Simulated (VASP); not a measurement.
# Sr4Ta2O (P4mm) in VASP: notebook

The runs below take Sr4Ta2O through single point, relaxation of cell and atoms, with PBE.

All numbers are computed with VASP 6.6.1; they aren't measurements. Logs are shortened: lines on timing, memory, paths and dates and some standing lists are left out, and cuts for length are marked.

### Step 1. The cell of the first run

It takes space group P4mm (No. 99, tetragonal). The conventional cell has a = 3.730 Å, b = 3.730 Å, c = 14.862 Å, α = 90.00°, β = 90.00°, γ = 90.00°. Within 3.5 Å of Sr (site symmetry 4mm) lie 4 O at 2.64 Å and 5 Ta at 3.17 to 3.39 Å. Sr (site symmetry 4mm) has 1 O at 2.72 Å and 8 Sr at 3.73 to 3.78 Å within 3.8 Å. Within 4.4 Å of Sr (site symmetry 4mm) lie 5 Ta at 3.36 to 3.51 Å and 8 Sr at 3.73 to 4.30 Å. Sr (site symmetry 4mm) has 12 Sr at 3.73 to 4.30 Å within 4.9 Å. Ta (site symmetry 4mm) has 1 O at 2.12 Å and 4 Ta at 2.83 Å within 2.9 Å. Ta (site symmetry 4mm) has 8 Ta at 2.83 to 3.73 Å and 5 Sr at 3.17 to 3.51 Å within 3.8 Å. Within 2.8 Å of O (site symmetry 4mm) lie 1 Ta at 2.12 Å and 5 Sr at 2.64 to 2.72 Å.

### Step 2. Single point, PBE

The input, INCAR:

```
SYSTEM = Sr4Ta2O
  PREC = Accurate
  ENCUT = 520
  EDIFF = 1E-7
  ISMEAR = 0
  SIGMA = 0.2
  LREAL = .False.
  LASPH = .True.
  NELM = 80
  ALGO = Normal
  ISIF = 2
  LWAVE = .False.
  LCHARG = .False.
  GGA = PE
  NBANDS = 43
```

The input, KPOINTS:

```
Automatic mesh
0
Gamma
  5 5 2
  0 0 0
```

The input, POSCAR:

```
Sr4Ta2O
1.0
    3.7297284691      0.0000000000      0.0000000000
    0.0000000000      3.7297284691      0.0000000000
    0.0000000000      0.0000000000     14.8615023471
Sr Ta O
4 2 1
Direct
    0.5000000000      0.5000000000     -0.0148310625
    0.0000000000      0.0000000000      0.1674969545
    0.0000000000      0.0000000000      0.6161394634
    0.5000000000      0.5000000000      0.3874219793
    0.0000000000      0.0000000000      0.8420100117
    0.5000000000      0.5000000000      0.7721729927
    0.0000000000      0.0000000000     -0.0154103391
```

Potentials or basis: VASP PAW PBE potentials, release 64 (Sr_sv, Ta_pv, O).

On the command line:

```
$ cat potpaw_PBE.64/Sr_sv/POTCAR potpaw_PBE.64/Ta_pv/POTCAR potpaw_PBE.64/O/POTCAR > POTCAR
$ mpirun -np 1 vasp_std > vasp.out
```

OUTCAR:

```text
SYSTEM = Sr4Ta2O
   PREC = Accurate
   ENCUT = 520
   EDIFF = 1E-7
   ISMEAR = 0
   LREAL = .False.
   LASPH = .True.
   NELM = 80
   ISIF = 2
   GGA = PE

 ion  position               nearest neighbor table
   1  0.500  0.500  0.985-   7 2.64   7 2.64   7 2.64   7 2.64   6 3.17   5 3.39   5 3.39   5 3.39
                             5 3.39   2 3.78   2 3.78   2 3.78   2 3.78
   2  0.000  0.000  0.167-   7 2.72   1 3.78   1 3.78   1 3.78   1 3.78   4 4.20   4 4.20   4 4.20
                             4 4.20
   3  0.000  0.000  0.616-   5 3.36   6 3.51   6 3.51   6 3.51   6 3.51   4 4.30   4 4.30   4 4.30
                             4 4.30
   4  0.500  0.500  0.387-   2 4.20   2 4.20   2 4.20   2 4.20   3 4.30   3 4.30   3 4.30   3 4.30

   5  0.000  0.000  0.842-   7 2.12   6 2.83   6 2.83   6 2.83   6 2.83   3 3.36   1 3.39   1 3.39
                             1 3.39   1 3.39
   6  0.500  0.500  0.772-   5 2.83   5 2.83   5 2.83   5 2.83   1 3.17   3 3.51   3 3.51   3 3.51
                             3 3.51
   7  0.000  0.000  0.985-   5 2.12   1 2.64   1 2.64   1 2.64   1 2.64   2 2.72

  LATTYP: Found a simple tetragonal cell.
 ALAT       =     3.7297284691
 C/A-ratio  =     3.9846070485

  Lattice vectors:

 A1 = (   3.7297284691,   0.0000000000,   0.0000000000)
 A2 = (   0.0000000000,   3.7297284691,   0.0000000000)
 A3 = (   0.0000000000,   0.0000000000,  14.8615023471)

Analysis of symmetry for initial positions (statically):
=====================================================================
 Subroutine PRICEL returns:
 Original cell was already a primitive cell.

 Routine SETGRP: Setting up the symmetry group for a
 simple tetragonal supercell.

 Subroutine GETGRP returns: Found  8 space group operations
 (whereof  8 operations were pure point group operations)
 out of a pool of 16 trial point group operations.

The static configuration has the point symmetry C_4v.

Analysis of symmetry for dynamics (positions and initial velocities):
=====================================================================
 Subroutine PRICEL returns:
 Original cell was already a primitive cell.

 Routine SETGRP: Setting up the symmetry group for a
 simple tetragonal supercell.

 Subroutine GETGRP returns: Found  8 space group operations
 (whereof  8 operations were pure point group operations)
 out of a pool of 16 trial point group operations.

The dynamic configuration has the point symmetry C_4v.

 Subroutine INISYM returns: Found  8 space group operations
 (whereof  8 operations are pure point group operations),
 and found     1 'primitive' translations

----------------------------------------------------------------------------------------

                                     Primitive cell

  volume of cell :     206.7365

  direct lattice vectors                    reciprocal lattice vectors
     3.729728469  0.000000000  0.000000000     0.268116033  0.000000000  0.000000000
     0.000000000  3.729728469  0.000000000     0.000000000  0.268116033  0.000000000
     0.000000000  0.000000000 14.861502347     0.000000000  0.000000000  0.067287948

  length of vectors
     3.729728469  3.729728469 14.861502347     0.268116033  0.268116033  0.067287948

  position of ions in fractional coordinates (direct lattice)
     0.500000000  0.500000000  0.985168937
     0.000000000  0.000000000  0.167496955
     0.000000000  0.000000000  0.616139463
     0.500000000  0.500000000  0.387421979
     0.000000000  0.000000000  0.842010012
     0.500000000  0.500000000  0.772172993
     0.000000000  0.000000000  0.984589661

  ion indices of the primitive-cell ions
   primitive index   ion index
                 1           1
                 2           2
                 3           3
                 4           4
                 5           5
                 6           6
                 7           7

----------------------------------------------------------------------------------------

 KPOINTS: Automatic mesh

Automatic generation of k-mesh.
 Grid dimensions read from file:
 generate k-points for:    5    5    2

 Generating k-lattice:

  Cartesian coordinates                     Fractional coordinates (reciprocal lattice)
     0.053623207  0.000000000  0.000000000     0.200000000  0.000000000  0.000000000
     0.000000000  0.053623207  0.000000000     0.000000000  0.200000000  0.000000000
     0.000000000  0.000000000  0.033643974     0.000000000  0.000000000  0.500000000

  Length of vectors
     0.053623207  0.053623207  0.033643974

  Shift w.r.t. Gamma in fractional coordinates (k-lattice)
     0.000000000  0.000000000  0.000000000

 Subroutine IBZKPT returns following result:
 ===========================================

 Found     12 irreducible k-points:

 Following reciprocal coordinates:
            Coordinates               Weight
  0.000000  0.000000  0.000000      1.000000
  0.200000  0.000000  0.000000      4.000000
  0.400000  0.000000  0.000000      4.000000
  0.200000  0.200000  0.000000      4.000000
  0.400000  0.200000  0.000000      8.000000
  0.400000  0.400000  0.000000      4.000000
  0.000000  0.000000  0.500000      1.000000
  0.200000  0.000000  0.500000      4.000000
  0.400000  0.000000  0.500000      4.000000
  0.200000  0.200000  0.500000      4.000000
  0.400000  0.200000  0.500000      8.000000
  0.400000  0.400000  0.500000      4.000000
   k-points           NKPTS =     12   k-points in BZ     NKDIM =     12   number of bands    NBANDS=     43
   number of dos      NEDOS =    301   number of ions     NIONS =      7
   total plane-waves  NPLWV =  87808
   dimension x,y,z NGX =    28 NGY =   28 NGZ =  112
   dimension x,y,z NGXF=    56 NGYF=   56 NGZF=  224
   ions per type =               4   2   1
   NGX,Y,Z   is equivalent  to a cutoff of  12.48, 12.48, 12.53 a.u.
   NGXF,Y,Z  is equivalent  to a cutoff of  24.96, 24.96, 25.06 a.u.
 SYSTEM =  Sr4Ta2O
   PREC   = accura    normal or accurate (medium, high low for compatibility)
   ISTART =      0    job   : 0-new  1-cont  2-samecut
   ICHARG =      2    charge: 1-file 2-atom 10-const
   ISPIN  =      1    spin polarized calculation?
   LNONCOLLINEAR =      F non collinear calculations
   LSORBIT =      F    spin-orbit coupling
   LASPH  =      T    aspherical Exc in radial PAW
   ENCUT  =  520.0 eV  38.22 Ry    6.18 a.u.   6.93  6.93 27.63*2*pi/ulx,y,z
   NELM   =     80;   NELMIN=  2; NELMDL= -5     # of ELM steps
   EDIFF  = 0.1E-06   stopping-criterion for ELM
   LREAL  =      F    real-space projection
   EDIFFG = 0.1E-05   stopping-criterion for IOM
   NSW    =      0    number of steps for IOM
   IBRION =     -1    ionic relax: 0-MD 1-quasi-New 2-CG
   NFREE  =      0    steps in history (QN), initial steepest desc. (CG)
   ISIF   =      2    stress and relaxation
   ISYM   =      2    0-nonsym 1-usesym 2-fastsym
   POTIM  = 0.5000    time-step for ionic-motion
   TEBEG  =    0.0;   TEEND  =   0.0 temperature during run
   PSTRESS=    0.0 pullay stress
   NELECT =      68.0000    total number of electrons
   NUPDOWN=      -1.0000    fix difference up-down
   EMIN   =  10.00;   EMAX   =-10.00  energy-range for DOS
   EFERMI =   0.00;   METHOD = LEGACY
   ISMEAR =     0;   SIGMA  =   0.20  broadening in eV -4-tet -1-fermi 0-gaus
   EFERMI_NEDOS =   21; number of points for ismear=-14 and -15
   IALGO  =     38    algorithm
   IMIX   =      4    mixing-type and parameters
     AMIX     =   0.40;   BMIX     =  1.00
     AMIX_MAG =   1.60;   BMIX_MAG =  1.00
  volume/ion in A,a.u.               =      29.53       199.30
  Fermi-wavevector in a.u.,A,eV,Ry     =   1.130070  2.135523 17.375438  1.277059
  Thomas-Fermi vector in A             =   2.266766
   LORBIT       =      0    0 simple, 1 ext, 2 COOP (PROOUT), +10 PAW based schemes
   GGA     = PE    functional components
   LHFCALC =     F    Hartree Fock is set to
   AEXX    =    0.0000 exact exchange contribution
   IVDW    =     0    specifies the selected vdW correction
   LEPSILON=     F    determine dielectric tensor
   LRPA    =     F    only Hartree local field effects (RPA)
 non-spin polarized calculation
 Gauss-broadening in eV      SIGMA  =   0.20
  energy-cutoff  :      520.00
  volume of cell :      206.74
 maximum number of plane-waves:      5590
 NGX is ok and might be reduce to    28
   NGX = 13   NGY = 13   NGZ = 55

 number of electron      67.9999991 magnetization

 Free energy of the ion-electron system (eV)
  ---------------------------------------------------
  ext. energy  EPLUGINS =         0.00000000
  ---------------------------------------------------
  free energy    TOTEN  =       -38.15340090 eV

  energy without entropy =      -38.04863491  energy(sigma->0) =      -38.10101790

 E-fermi :   3.1655     XC(G=0):  -9.1644

 val. band max:        3.1395675742   @ k =   0.2000   0.2000   0.5000
 cond. band min:       3.2159672344   @ k =   0.4000   0.2000   0.5000
 fundamental gap:      0.0763996602
 Fermi energy:         3.1655219016

 k-point     1 :       0.0000    0.0000    0.0000
  band No.  band energies     occupation
      1     -33.2440      2.00000
      2     -33.1567      2.00000
      3     -32.3077      2.00000
      4     -31.8959      2.00000
      5     -31.2162      2.00000
      6     -31.1191      2.00000
[... 35 lines left out ...]
     42       4.9834      0.00000
     43       5.2545      0.00000

 k-point     2 :       0.2000    0.0000    0.0000
  band No.  band energies     occupation
      1     -33.2345      2.00000
      2     -33.1471      2.00000
      3     -32.2978      2.00000
      4     -31.8827      2.00000
      5     -31.2519      2.00000
      6     -31.1134      2.00000
[... 35 lines left out ...]
     42       5.1365      0.00000
     43       5.4852      0.00000

 k-point     3 :       0.4000    0.0000    0.0000
  band No.  band energies     occupation
      1     -33.2190      2.00000
      2     -33.1314      2.00000
      3     -32.2818      2.00000
      4     -31.8607      2.00000
      5     -31.2898      2.00000
      6     -31.1258      2.00000
[... 35 lines left out ...]
     42       5.8307      0.00000
     43       6.0405      0.00000

 k-point     4 :       0.2000    0.2000    0.0000
  band No.  band energies     occupation
      1     -33.2251      2.00000
      2     -33.1375      2.00000
      3     -32.2879      2.00000
      4     -31.8693      2.00000
      5     -31.2521      2.00000
      6     -31.1643      2.00000
[... 311 lines left out ...]
     42       5.1489      0.00000
     43       5.7087      0.00000

 k-point    11 :       0.4000    0.2000    0.5000
  band No.  band energies     occupation
      1     -33.2098      2.00000
      2     -33.1220      2.00000
      3     -32.2719      2.00000
      4     -31.8478      2.00000
      5     -31.2797      2.00000
      6     -31.1699      2.00000
[... 35 lines left out ...]
     42       5.3166      0.00000
     43       5.4520      0.00000

 k-point    12 :       0.4000    0.4000    0.5000
  band No.  band energies     occupation
      1     -33.1949      2.00000
      2     -33.1067      2.00000
      3     -32.2558      2.00000
      4     -31.8268      2.00000
      5     -31.2596      2.00000
      6     -31.2374      2.00000
[... 35 lines left out ...]
     42       5.0767      0.00000
     43       5.6298      0.00000

------------------------ aborting loop because EDIFF is reached ----------------------------------------

  FORCE on cell =-STRESS in cart. coord.  units (eV):
  Direction    XX          YY          ZZ          XY          YZ          ZX
  --------------------------------------------------------------------------------------
  -------------------------------------------------------------------------------------
  Total        0.8256958      0.8256958      0.8435249      0.0000000      0.0000000      0.0000000
  in kB        6.3990209      6.3990209      6.5371934      0.0000000      0.0000000      0.0000000
  external PRESSURE =       6.4450784 kB  Pullay stress =       0.0000000 kB

 VOLUME and BASIS-vectors are now :
 -----------------------------------------------------------------------------
  energy-cutoff  :      520.00
  volume of cell :      206.74
      direct lattice vectors                 reciprocal lattice vectors
     3.729728469  0.000000000  0.000000000     0.268116033  0.000000000  0.000000000
     0.000000000  3.729728469  0.000000000     0.000000000  0.268116033  0.000000000
     0.000000000  0.000000000 14.861502347     0.000000000  0.000000000  0.067287948

 POSITION                                       TOTAL-FORCE (eV/Angst)
 -----------------------------------------------------------------------------------
      1.86486      1.86486     14.64109         0.000000      0.000000      0.002016
      0.00000      0.00000      2.48926         0.000000      0.000000      0.022810
      0.00000      0.00000      9.15676         0.000000      0.000000     -0.020194
      1.86486      1.86486      5.75767         0.000000     -0.000000      0.005164
      0.00000      0.00000     12.51353        -0.000000      0.000000     -0.016006
      1.86486      1.86486     11.47565         0.000000     -0.000000      0.022925
      0.00000      0.00000     14.63248         0.000000      0.000000     -0.016715
 -----------------------------------------------------------------------------------
    total drift:                               -0.000000      0.000000     -0.000237

  FREE ENERGIE OF THE ION-ELECTRON SYSTEM (eV)
  ---------------------------------------------------
  free  energy   TOTEN  =       -38.1534008965 eV

  energy  without entropy=      -38.0486349090  energy(sigma->0) =      -38.10101790
```

Run time: 83 s. Hardware: 1 thread of Intel Xeon 6975P-C (Granite Rapids), shared host; peak memory 0.33 GiB.

What came out:

| Quantity | Value |
| --- | --- |
| Free energy | -38.1534 eV |
| Pressure | 0.6 GPa |
| Largest force | 0.023 eV/Å |
| Band gap on the k mesh | zero (bands 34 and 35 overlap by 0.58 eV) |

Forces in eV/Å, atoms in the order of the input:
```
Sr   0.000  0.000  0.002
Sr   0.000  0.000  0.023
Sr   0.000  0.000 -0.020
Sr   0.000  0.000  0.005
Ta   0.000  0.000 -0.016
Ta   0.000  0.000  0.023
O    0.000  0.000 -0.017
```

Levels at points of the mesh, in eV from the Fermi level:
```csv
k point,band 32,band 33,band 34,band 35,band 36,band 37
"(0.00, 0.00, 0.00)",-1.12,-0.51,0.44,0.49,0.88,1.01
"(0.00, 0.00, 0.50)",-1.05,-0.51,0.41,0.52,1.01,1.01
```

Caveat: spin-orbit coupling is left out, which moves the levels of the heavy elements.

(Part 1 of 2 ends here.)

The gap in the log of VASP goes by the Fermi energy; the results here count the filled bands.